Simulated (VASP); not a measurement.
# Br (Fd-3m) in VASP: notebook

Br is run at these levels: PBE; tasks: single point, relaxation of cell and atoms.

Program: VASP 6.6.1. These are calculated values, not measurements. Logs are shortened: lines on timing, memory, paths and dates and some standing lists are left out, and cuts for length are marked.

## 1. The cell of the first run

It takes space group Fd-3m (No. 227, cubic). The conventional cell has a = 6.995 Å, b = 6.995 Å, c = 6.995 Å, α = 90.00°, β = 90.00°, γ = 90.00°. Within 4.0 Å of Br (site symmetry -43m) lie 4 Br at 3.03 Å.

## 2. Single point, PBE

The input, INCAR:

```
PREC = Accurate ; ENCUT = 500
EDIFF = 1E-6 ; ISMEAR = -1
SIGMA = 0.02 ; LREAL = F
LASPH = T ; NELM = 120
ALGO = Normal ; ISIF = 2
LWAVE = F ; LCHARG = T
GGA = PE ; LELF = T
LVHAR = T ; NBANDS = 14
GGA_COMPAT = F
```

The input, KPOINTS:

```
Automatic mesh
0
Gamma
  11 11 11
```

The input, POSCAR:

```
Br
1.0
    0.0000000000      3.4975528087      3.4975528087
    3.4975528087      0.0000000000      3.4975528087
    3.4975528087      3.4975528087      0.0000000000
Br
2
Direct
    1.0000000000      1.0000000000      1.0000000000
    0.2500000000      0.2500000000      0.2500000000
```

Potentials or basis: VASP PAW PBE potentials, release 64 (Br).

Started as:

```
cat potpaw_PBE.64/Br/POTCAR > POTCAR
mpirun -np 1 vasp_std > vasp.out
```

OUTCAR:

```text
PREC = Accurate
   ENCUT = 500
   EDIFF = 1E-6
   ISMEAR = -1
   LREAL = F
   LASPH = T
   NELM = 120
   ISIF = 2
   GGA = PE

 ion  position               nearest neighbor table
   1  0.000  0.000  0.000-
   2  0.250  0.250  0.250-

  LATTYP: Found a face centered cubic cell.
 ALAT       =     6.9951056174

  Lattice vectors:

 A1 = (   0.0000000000,   3.4975528087,   3.4975528087)
 A2 = (   3.4975528087,   0.0000000000,   3.4975528087)
 A3 = (   3.4975528087,   3.4975528087,   0.0000000000)

Analysis of symmetry for initial positions (statically):
=====================================================================
 Subroutine PRICEL returns:
 Original cell was already a primitive cell.

 Routine SETGRP: Setting up the symmetry group for a
 face centered cubic supercell.

 Subroutine GETGRP returns: Found 48 space group operations
 (whereof 24 operations were pure point group operations)
 out of a pool of 48 trial point group operations.

The static configuration has the point symmetry T_d .
 The point group associated with its full space group is O_h .

Analysis of symmetry for dynamics (positions and initial velocities):
=====================================================================
 Subroutine PRICEL returns:
 Original cell was already a primitive cell.

 Routine SETGRP: Setting up the symmetry group for a
 face centered cubic supercell.

 Subroutine GETGRP returns: Found 48 space group operations
 (whereof 24 operations were pure point group operations)
 out of a pool of 48 trial point group operations.

The dynamic configuration has the point symmetry T_d .
 The point group associated with its full space group is O_h .

 Subroutine INISYM returns: Found 48 space group operations
 (whereof 24 operations are pure point group operations),
 and found     1 'primitive' translations

----------------------------------------------------------------------------------------

                                     Primitive cell

  volume of cell :      85.5703

  direct lattice vectors                    reciprocal lattice vectors
     0.000000000  3.497552809  3.497552809    -0.142957098  0.142957098  0.142957098
     3.497552809  0.000000000  3.497552809     0.142957098 -0.142957098  0.142957098
     3.497552809  3.497552809  0.000000000     0.142957098  0.142957098 -0.142957098

  length of vectors
[... 88 lines left out ...]
   ISIF   =      2    stress and relaxation
   ISYM   =      2    0-nonsym 1-usesym 2-fastsym
   POTIM  = 0.5000    time-step for ionic-motion
   TEBEG  =    0.0;   TEEND  =   0.0 temperature during run
   PSTRESS=    0.0 pullay stress
   NELECT =      14.0000    total number of electrons
   NUPDOWN=      -1.0000    fix difference up-down
   EMIN   =  10.00;   EMAX   =-10.00  energy-range for DOS
   EFERMI =   0.00;   METHOD = LEGACY
   ISMEAR =    -1;   SIGMA  =   0.02  broadening in eV -4-tet -1-fermi 0-gaus
   EFERMI_NEDOS =   21; number of points for ismear=-14 and -15
   IALGO  =     38    algorithm
   IMIX   =      4    mixing-type and parameters
     AMIX     =   0.40;   BMIX     =  1.00
     AMIX_MAG =   1.60;   BMIX_MAG =  1.00
  volume/ion in A,a.u.               =      42.79       288.73
  Fermi-wavevector in a.u.,A,eV,Ry     =   0.895385  1.692033 10.907989  0.801715
  Thomas-Fermi vector in A             =   2.017710
   LORBIT       =      0    0 simple, 1 ext, 2 COOP (PROOUT), +10 PAW based schemes
   GGA     = PE    functional components
   LHFCALC =     F    Hartree Fock is set to
   AEXX    =    0.0000 exact exchange contribution
   IVDW    =     0    specifies the selected vdW correction
   LEPSILON=     F    determine dielectric tensor
   LRPA    =     F    only Hartree local field effects (RPA)
 non-spin polarized calculation
  energy-cutoff  :      500.00
  volume of cell :       85.57
 maximum number of plane-waves:      2187
   NGX = 17   NGY = 17   NGZ = 17

 number of electron      13.9999998 magnetization

 Free energy of the ion-electron system (eV)
  ---------------------------------------------------
  ext. energy  EPLUGINS =         0.00000000
  ---------------------------------------------------
  free energy    TOTEN  =        -2.00817950 eV

  energy without entropy =       -2.00144019  energy(sigma->0) =       -2.00480984

 E-fermi :  -1.2889     XC(G=0):  -6.7951

 val. band max:       -1.2948838437   @ k =  -0.2727   0.1818   0.0000
 cond. band min:      -1.2825783446   @ k =  -0.2727   0.3636   0.0909
 fundamental gap:      0.0123054991
 Fermi energy:        -1.2889248045

 k-point     1 :       0.0000    0.0000    0.0000
  band No.  band energies     occupation
      1     -16.3263      2.00000
      2     -14.3468      2.00000
      3      -3.9744      2.00000
      4      -3.9744      2.00000
      5      -3.9744      2.00000
      6      -2.1522      2.00000
      7      -2.1522      2.00000
      8      -2.1522      2.00000
      9       3.9382      0.00000
     10       7.8230      0.00000
     11       7.8230      0.00000
     12       9.2178      0.00000
     13       9.2178      0.00000
     14       9.2178      0.00000
[... 377 lines left out ...]
      1     -16.0735      2.00000
      2     -14.6872      2.00000
      3      -4.5558      2.00000
      4      -4.1987      2.00000
      5      -3.9319      2.00000
      6      -2.0812      2.00000
      7      -1.8299      2.00000
      8      -1.4748      1.99982
      9       5.3003      0.00000
     10       6.9592      0.00000
     11       7.2350      0.00000
     12       8.8873      0.00000
     13       9.6707      0.00000
     14      10.4074      0.00000

 [... further k-points ...]

------------------------ aborting loop because EDIFF is reached ----------------------------------------

  FORCE on cell =-STRESS in cart. coord.  units (eV):
  Direction    XX          YY          ZZ          XY          YZ          ZX
  --------------------------------------------------------------------------------------
  -------------------------------------------------------------------------------------
  Total        0.0060623      0.0060623      0.0060623      0.0000000      0.0000000      0.0000000
  in kB        0.1135075      0.1135075      0.1135075      0.0000000      0.0000000      0.0000000
  external PRESSURE =       0.1135075 kB  Pullay stress =       0.0000000 kB

 VOLUME and BASIS-vectors are now :
 -----------------------------------------------------------------------------
  energy-cutoff  :      500.00
  volume of cell :       85.57
      direct lattice vectors                 reciprocal lattice vectors
     0.000000000  3.497552809  3.497552809    -0.142957098  0.142957098  0.142957098
     3.497552809  0.000000000  3.497552809     0.142957098 -0.142957098  0.142957098
     3.497552809  3.497552809  0.000000000     0.142957098  0.142957098 -0.142957098

 POSITION                                       TOTAL-FORCE (eV/Angst)
 -----------------------------------------------------------------------------------
      0.00000      0.00000      0.00000        -0.000000     -0.000000     -0.000000
      1.74878      1.74878      1.74878         0.000000      0.000000      0.000000
 -----------------------------------------------------------------------------------
    total drift:                                0.000000      0.000000      0.000000

  FREE ENERGIE OF THE ION-ELECTRON SYSTEM (eV)
  ---------------------------------------------------
  free  energy   TOTEN  =        -2.0081794969 eV

  energy  without entropy=       -2.0014401919  energy(sigma->0) =       -2.00480984
```

OSZICAR:

```text
N       E                     dE             d eps       ncg     rms          rms(c)
DAV:   1     0.716607053005E+02    0.71661E+02   -0.51451E+03  1568   0.771E+02
DAV:   2     0.331252270480E+01   -0.68348E+02   -0.64707E+02  2350   0.139E+02
DAV:   3    -0.195462969063E+01   -0.52672E+01   -0.51420E+01  2060   0.406E+01
DAV:   4    -0.200603250689E+01   -0.51403E-01   -0.51358E-01  1892   0.500E+00
DAV:   5    -0.200658036804E+01   -0.54786E-03   -0.54782E-03  2144   0.491E-01    0.565E+00
DAV:   6    -0.200734885077E+01   -0.76848E-03   -0.94620E-04  1964   0.212E-01    0.343E+00
DAV:   7    -0.200818073936E+01   -0.83189E-03   -0.14171E-03  2054   0.276E-01    0.470E-02
DAV:   8    -0.200817488614E+01    0.58532E-05   -0.53059E-05  1922   0.385E-02    0.121E-02
DAV:   9    -0.200817877722E+01   -0.38911E-05   -0.62824E-06  2060   0.148E-02    0.465E-03
DAV:  10    -0.200817949690E+01   -0.71968E-06   -0.13003E-06  1524   0.984E-03
   1 F= -.20081795E+01 E0= -.20048098E+01  d E =-.673930E-02
```

stdout:

```text
POSCAR found type information on POSCAR Br
 POSCAR found :  1 types and       2 ions
 scaLAPACK will be used
 LDA part: xc-table for (Slater+PW92), standard interpolation
 POSCAR, INCAR and KPOINTS ok, starting setup
 FFT: planning ... GRIDC
 FFT: planning ... GRID_SOFT
 FFT: planning ... GRID
 WAVECAR not read
 entering main loop
```

Wall time 80 s (1 thread of AMD EPYC 7R43 (Zen 3), shared host); peak memory 0.18 GiB.

Results:

```
Free energy            : -2.0082 eV
Pressure               : 0.0 GPa
Band gap on the k mesh : zero (bands 7 and 8 overlap by 1.19 eV)
```

## 3. Relaxation of cell and atoms, PBE

This run uses another cell than the first one, of 34.01 Å³/atom.

The input, INCAR:

```
SYSTEM = Br
PREC = Accurate ; ENCUT = 500
EDIFF = 1E-7 ; ISMEAR = -1
SIGMA = 0.02 ; LREAL = .False.
LASPH = .True. ; NELM = 120
ALGO = Normal ; ISIF = 3
LWAVE = .False. ; LCHARG = .False.
GGA = PE ; IBRION = 2
NSW = 80 ; EDIFFG = -0.01
GGA_COMPAT = .False. ; NELMIN = 4
```

The input, KPOINTS:

```
Automatic mesh
0
Gamma
  11 11 11
  0 0 0
```

The input, POSCAR:

```
Br
1.0
    0.0000000000      3.2400000000      3.2400000000
    3.2400000000      0.0000000000      3.2400000000
    3.2400000000      3.2400000000      0.0000000000
Br
2
Direct
    1.0000000000      1.0000000000      1.0000000000
    0.2500000000      0.2500000000      0.2500000000
```

Potentials or basis: VASP PAW PBE potentials, release 64 (Br).

Started as:

```
cat potpaw_PBE.64/Br/POTCAR > POTCAR
mpirun -np 1 vasp_std > vasp.out
```

Wall time 4.3 min (1 thread of AMD EPYC 7R43 (Zen 3), shared host); peak memory 0.18 GiB.

Results (log left out):

| Quantity | Value |
| --- | --- |
| Free energy | -2.0061 eV |
| Relaxed volume | 42.77 Å³/atom |
| Relaxed cell | a = 4.946 Å, b = 4.946 Å, c = 4.946 Å, α = 60.00°, β = 60.00°, γ = 60.00° |
| Space group after relaxing (to 0.1 Å) | Fd-3m (No. 227) |
| Energy gained by relaxing | 137.7 meV/atom |
| Ionic steps | 4 |
| Pressure after relaxing | 0.0 GPa |
| Band gap on the k mesh | zero (bands 7 and 8 overlap by 1.19 eV) |

The path:
```
step  energy change (eV)  largest force (eV/Å)  pressure (GPa)  volume (Å³)
   1              0.0000                0.0000            6.28        68.02
   2             -0.2679                0.0000            0.73        82.02
   3             -0.2749                0.0000           -0.17        86.42
   4             -0.2754                0.0000           -0.01        85.54
```

Final structure:
```
Br
1.0
     0.00000    3.49712    3.49712
     3.49712    0.00000    3.49712
     3.49712    3.49712    0.00000
Br
2
Direct
  0.00000 0.00000 0.00000
  0.25000 0.25000 0.25000
```

Levels at points of the mesh, in eV from the Fermi level:
| k point | band 3 | band 4 | band 5 | band 6 | band 7 | band 8 | band 9 | band 10 | band 11 |
| --- | --- | --- | --- | --- | --- | --- | --- | --- | --- |
| (0.00, 0.00, 0.00) | -2.69 | -2.69 | -2.69 | -0.86 | -0.86 | -0.86 | 5.23 | 9.11 | 9.11 |

Caveat: the volume moved by over 15 % at a fixed basis, so the end points are rough.
